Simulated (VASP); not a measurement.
# RbBr (Fm-3m) in VASP: further runs

Runs on RbBr. Level: PBE. Tasks: single point.

All numbers are computed with VASP 6.6.1; they aren't measurements. Logs are shortened: lines on timing, memory, paths and dates and some standing lists are left out, and cuts for length are marked.

### 1 The cell of the first run

It takes space group Fm-3m (No. 225, cubic). The conventional cell has a = 6.725 Å, b = 6.725 Å, c = 6.725 Å, α = 90.00°, β = 90.00°, γ = 90.00°. Within 4.4 Å of Rb (site symmetry m-3m) lie 6 Br at 3.36 Å. Within 4.4 Å of Br (site symmetry m-3m) lie 6 Rb at 3.36 Å.

### 2 Single point, PBE (volume scaled by 0.88)

Contents of INCAR:

```
SYSTEM = RbBr
PREC     = Accurate       ! precision mode
ENCUT    = 520            ! plane-wave cutoff, eV
EDIFF    = 1E-6           ! SCF threshold, eV
ISMEAR   = 0              ! smearing method
SIGMA    = 0.02           ! smearing width, eV
LREAL    = .False.        ! projectors in reciprocal space
LASPH    = .True.         ! aspherical terms in the spheres
NELM     = 60             ! most SCF steps
ALGO     = Normal         ! electronic algorithm
ISIF     = 2              ! what is computed and relaxed
LWAVE    = .False.        ! write WAVECAR
LCHARG   = .False.        ! write CHGCAR
GGA      = PE             ! functional
NBANDS   = 15             ! bands
```

Contents of KPOINTS:

```
regular mesh
0
Gamma
  6 6 6
  0 0 0
```

Contents of POSCAR:

```
RbBr
1.0
    0.0000000000      3.3623110667      3.3623110667
    3.3623110667      0.0000000000      3.3623110667
    3.3623110667      3.3623110667      0.0000000000
Rb Br
1 1
Direct
    0.0000000000      0.0000000000      0.0000000000
    0.5000000000      0.5000000000      0.5000000000
```

Potentials or basis: VASP PAW PBE potentials, release 64 (Rb_sv, Br).

On the command line:

```bash
$ cat potpaw_PBE.64/Rb_sv/POTCAR potpaw_PBE.64/Br/POTCAR > POTCAR
$ mpirun -np 1 vasp_std > vasp.out
```

OUTCAR:

```text
SYSTEM = RbBr
   PREC = Accurate
   ENCUT = 520
   EDIFF = 1E-6
   ISMEAR = 0
   LREAL = .False.
   LASPH = .True.
   NELM = 60
   ISIF = 2
   GGA = PE

 ion  position               nearest neighbor table
   1  0.000  0.000  0.000-   2 3.36   2 3.36   2 3.36   2 3.36   2 3.36   2 3.36
   2  0.500  0.500  0.500-   1 3.36   1 3.36   1 3.36   1 3.36   1 3.36   1 3.36

  LATTYP: Found a face centered cubic cell.
 ALAT       =     6.7246221334

  Lattice vectors:

 A1 = (   0.0000000000,   3.3623110667,   3.3623110667)
 A2 = (   3.3623110667,   0.0000000000,   3.3623110667)
 A3 = (   3.3623110667,   3.3623110667,   0.0000000000)

Analysis of symmetry for initial positions (statically):
=====================================================================
 Subroutine PRICEL returns:
 Original cell was already a primitive cell.

 Routine SETGRP: Setting up the symmetry group for a
 face centered cubic supercell.

 Subroutine GETGRP returns: Found 48 space group operations
 (whereof 48 operations were pure point group operations)
 out of a pool of 48 trial point group operations.

The static configuration has the point symmetry O_h .

Analysis of symmetry for dynamics (positions and initial velocities):
=====================================================================
 Subroutine PRICEL returns:
 Original cell was already a primitive cell.

 Routine SETGRP: Setting up the symmetry group for a
 face centered cubic supercell.

 Subroutine GETGRP returns: Found 48 space group operations
 (whereof 48 operations were pure point group operations)
 out of a pool of 48 trial point group operations.

The dynamic configuration has the point symmetry O_h .

 Subroutine INISYM returns: Found 48 space group operations
 (whereof 48 operations are pure point group operations),
 and found     1 'primitive' translations

----------------------------------------------------------------------------------------

                                     Primitive cell

  volume of cell :      76.0228

  direct lattice vectors                    reciprocal lattice vectors
     0.000000000  3.362311067  3.362311067    -0.148707240  0.148707240  0.148707240
     3.362311067  0.000000000  3.362311067     0.148707240 -0.148707240  0.148707240
     3.362311067  3.362311067  0.000000000     0.148707240  0.148707240 -0.148707240

  length of vectors
     4.755025911  4.755025911  4.755025911     0.257568496  0.257568496  0.257568496

  position of ions in fractional coordinates (direct lattice)
     0.000000000  0.000000000  0.000000000
     0.500000000  0.500000000  0.500000000

  ion indices of the primitive-cell ions
   primitive index   ion index
                 1           1
                 2           2

----------------------------------------------------------------------------------------

 KPOINTS: regular mesh

Automatic generation of k-mesh.
 Grid dimensions read from file:
 generate k-points for:    6    6    6

 Generating k-lattice:

  Cartesian coordinates                     Fractional coordinates (reciprocal lattice)
    -0.024784540  0.024784540  0.024784540     0.166666667  0.000000000  0.000000000
     0.024784540 -0.024784540  0.024784540     0.000000000  0.166666667  0.000000000
     0.024784540  0.024784540 -0.024784540     0.000000000  0.000000000  0.166666667

  Length of vectors
     0.042928083  0.042928083  0.042928083

  Shift w.r.t. Gamma in fractional coordinates (k-lattice)
     0.000000000  0.000000000  0.000000000

 Subroutine IBZKPT returns following result:
 ===========================================

 Found     16 irreducible k-points:

 Following reciprocal coordinates:
            Coordinates               Weight
  0.000000  0.000000  0.000000      1.000000
  0.166667  0.000000  0.000000      8.000000
  0.333333  0.000000  0.000000      8.000000
  0.500000  0.000000  0.000000      4.000000
  0.166667  0.166667  0.000000      6.000000
  0.333333  0.166667  0.000000     24.000000
[... 8 lines left out ...]
 -0.333333  0.333333  0.166667     24.000000
 -0.333333  0.500000  0.166667     12.000000
   k-points           NKPTS =     16   k-points in BZ     NKDIM =     16   number of bands    NBANDS=     15
   number of dos      NEDOS =    301   number of ions     NIONS =      2
   total plane-waves  NPLWV =  46656
   dimension x,y,z NGX =    36 NGY =   36 NGZ =   36
   dimension x,y,z NGXF=    72 NGYF=   72 NGZF=   72
   ions per type =               1   1
   NGX,Y,Z   is equivalent  to a cutoff of  12.59, 12.59, 12.59 a.u.
   NGXF,Y,Z  is equivalent  to a cutoff of  25.17, 25.17, 25.17 a.u.
 SYSTEM =  RbBr
   PREC   = accura    normal or accurate (medium, high low for compatibility)
   ISTART =      0    job   : 0-new  1-cont  2-samecut
   ICHARG =      2    charge: 1-file 2-atom 10-const
   ISPIN  =      1    spin polarized calculation?
   LNONCOLLINEAR =      F non collinear calculations
   LSORBIT =      F    spin-orbit coupling
   LASPH  =      T    aspherical Exc in radial PAW
   ENCUT  =  520.0 eV  38.22 Ry    6.18 a.u.   8.84  8.84  8.84*2*pi/ulx,y,z
   NELM   =     60;   NELMIN=  2; NELMDL= -5     # of ELM steps
   EDIFF  = 0.1E-05   stopping-criterion for ELM
   LREAL  =      F    real-space projection
   EDIFFG = 0.1E-04   stopping-criterion for IOM
   NSW    =      0    number of steps for IOM
   IBRION =     -1    ionic relax: 0-MD 1-quasi-New 2-CG
   NFREE  =      0    steps in history (QN), initial steepest desc. (CG)
   ISIF   =      2    stress and relaxation
   ISYM   =      2    0-nonsym 1-usesym 2-fastsym
   POTIM  = 0.5000    time-step for ionic-motion
   TEBEG  =    0.0;   TEEND  =   0.0 temperature during run
   PSTRESS=    0.0 pullay stress
   NELECT =      16.0000    total number of electrons
   NUPDOWN=      -1.0000    fix difference up-down
   EMIN   =  10.00;   EMAX   =-10.00  energy-range for DOS
   EFERMI =   0.00;   METHOD = LEGACY
   ISMEAR =     0;   SIGMA  =   0.02  broadening in eV -4-tet -1-fermi 0-gaus
   EFERMI_NEDOS =   21; number of points for ismear=-14 and -15
   IALGO  =     38    algorithm
   IMIX   =      4    mixing-type and parameters
     AMIX     =   0.40;   BMIX     =  1.00
     AMIX_MAG =   1.60;   BMIX_MAG =  1.00
  volume/ion in A,a.u.               =      38.01       256.51
  Fermi-wavevector in a.u.,A,eV,Ry     =   0.973794  1.840203 12.902052  0.948274
  Thomas-Fermi vector in A             =   2.104202
   LORBIT       =      0    0 simple, 1 ext, 2 COOP (PROOUT), +10 PAW based schemes
   GGA     = PE    functional components
   LHFCALC =     F    Hartree Fock is set to
   AEXX    =    0.0000 exact exchange contribution
   IVDW    =     0    specifies the selected vdW correction
   LEPSILON=     F    determine dielectric tensor
   LRPA    =     F    only Hartree local field effects (RPA)
 non-spin polarized calculation
 Gauss-broadening in eV      SIGMA  =   0.02
  energy-cutoff  :      520.00
  volume of cell :       76.02
 maximum number of plane-waves:      2085
   NGX = 17   NGY = 17   NGZ = 17

 number of electron      16.0000002 magnetization

 Free energy of the ion-electron system (eV)
  ---------------------------------------------------
  ext. energy  EPLUGINS =         0.00000000
  ---------------------------------------------------
  free energy    TOTEN  =        -6.05404375 eV

  energy without entropy =       -6.05404375  energy(sigma->0) =       -6.05404375

 E-fermi :  -1.3662     XC(G=0):  -7.4631

 val. band max:       -1.5245394557   @ k =   0.0000   0.0000   0.0000
 cond. band min:       2.9876610325   @ k =   0.0000   0.0000   0.0000
 fundamental gap:      4.5122004882
 Fermi energy:        -1.3661881775

 k-point     1 :       0.0000    0.0000    0.0000
  band No.  band energies     occupation
      1     -25.8253      2.00000
      2     -13.7665      2.00000
      3      -9.9070      2.00000
      4      -9.9070      2.00000
      5      -9.9070      2.00000
      6      -1.5245      2.00000
      7      -1.5245      2.00000
      8      -1.5245      2.00000
      9       2.9877      0.00000
     10       5.7630      0.00000
     11       5.7630      0.00000
     12       5.7630      0.00000
     13       6.6927      0.00000
     14       6.6927      0.00000
     15       9.5973      0.00000

 k-point     2 :       0.1667    0.0000    0.0000
  band No.  band energies     occupation
      1     -25.8221      2.00000
      2     -13.7814      2.00000
      3      -9.9091      2.00000
      4      -9.9091      2.00000
      5      -9.8901      2.00000
      6      -1.8620      2.00000
      7      -1.6352      2.00000
      8      -1.6352      2.00000
      9       3.6671      0.00000
     10       5.6412      0.00000
     11       6.1109      0.00000
     12       6.1109      0.00000
     13       7.1402      0.00000
     14       7.1402      0.00000
     15      10.6430      0.00000

 k-point     3 :       0.3333    0.0000    0.0000
  band No.  band energies     occupation
      1     -25.8156      2.00000
      2     -13.8108      2.00000
      3      -9.9130      2.00000
      4      -9.9130      2.00000
      5      -9.8563      2.00000
      6      -2.3936      2.00000
      7      -1.8403      2.00000
      8      -1.8403      2.00000
      9       4.9233      0.00000
     10       5.8922      0.00000
     11       7.0820      0.00000
     12       7.0820      0.00000
     13       8.2560      0.00000
     14       8.2560      0.00000
     15      10.4017      0.00000
[... 199 lines left out ...]
 k-point    15 :      -0.3333    0.3333    0.1667
  band No.  band energies     occupation
      1     -25.8095      2.00000
      2     -13.7625      2.00000
      3     -10.0298      2.00000
      4     -10.0183      2.00000
      5      -9.8802      2.00000
      6      -2.2300      2.00000
      7      -1.8978      2.00000
      8      -1.8852      2.00000
      9       5.5894      0.00000
     10       5.8031      0.00000
     11       7.2783      0.00000
     12       7.5042      0.00000
     13       8.8889      0.00000
     14       9.6536      0.00000
     15       9.7781      0.00000

 k-point    16 :      -0.3333    0.5000    0.1667
  band No.  band energies     occupation
      1     -25.8086      2.00000
      2     -13.7321      2.00000
      3     -10.1013      2.00000
      4     -10.0319      2.00000
      5      -9.9096      2.00000
      6      -1.9849      2.00000
      7      -1.9547      2.00000
      8      -1.7971      2.00000
      9       4.7750      0.00000
     10       6.5900      0.00000
     11       6.5971      0.00000
     12       7.6494      0.00000
     13       8.6606      0.00000
     14       9.5672      0.00000
     15      10.1380      0.00000

------------------------ aborting loop because EDIFF is reached ----------------------------------------

  FORCE on cell =-STRESS in cart. coord.  units (eV):
  Direction    XX          YY          ZZ          XY          YZ          ZX
  --------------------------------------------------------------------------------------
  -------------------------------------------------------------------------------------
  Total        1.0066888      1.0066888      1.0066888      0.0000000     -0.0000000      0.0000000
  in kB       21.2159344     21.2159344     21.2159344      0.0000000     -0.0000000      0.0000000
  external PRESSURE =      21.2159344 kB  Pullay stress =       0.0000000 kB

 VOLUME and BASIS-vectors are now :
 -----------------------------------------------------------------------------
  energy-cutoff  :      520.00
  volume of cell :       76.02
      direct lattice vectors                 reciprocal lattice vectors
     0.000000000  3.362311067  3.362311067    -0.148707240  0.148707240  0.148707240
     3.362311067  0.000000000  3.362311067     0.148707240 -0.148707240  0.148707240
     3.362311067  3.362311067  0.000000000     0.148707240  0.148707240 -0.148707240

 POSITION                                       TOTAL-FORCE (eV/Angst)
 -----------------------------------------------------------------------------------
      0.00000      0.00000      0.00000        -0.000000      0.000000     -0.000000
      3.36231      3.36231      3.36231         0.000000     -0.000000      0.000000
 -----------------------------------------------------------------------------------
    total drift:                                0.000000      0.000000      0.000000

  FREE ENERGIE OF THE ION-ELECTRON SYSTEM (eV)
  ---------------------------------------------------
  free  energy   TOTEN  =        -6.0540437508 eV

  energy  without entropy=       -6.0540437508  energy(sigma->0) =       -6.05404375
```

Run time: 20 s. Hardware: 1 thread of Intel Xeon Platinum 8259CL at 2.50GHz (Skylake/Cascade Lake), shared host; peak memory 0.21 GiB.

What came out:

- Free energy: -6.0540 eV
- Pressure: 2.1 GPa
- Band gap on the k mesh: 4.51 eV, direct

Levels at points of the mesh, in eV from the valence-band top:
```
           k point  band 6  band 7  band 8  band 9  band 10  band 11
(0.00, 0.00, 0.00)    0.00    0.00    0.00    4.51     7.29     7.29
(0.50, 0.00, 0.00)   -1.09   -0.41   -0.41    6.96     7.91     9.66
(0.50, 0.50, 0.00)   -0.48   -0.16   -0.16    5.54     7.35     9.31
```

[end of part 1 of 2]
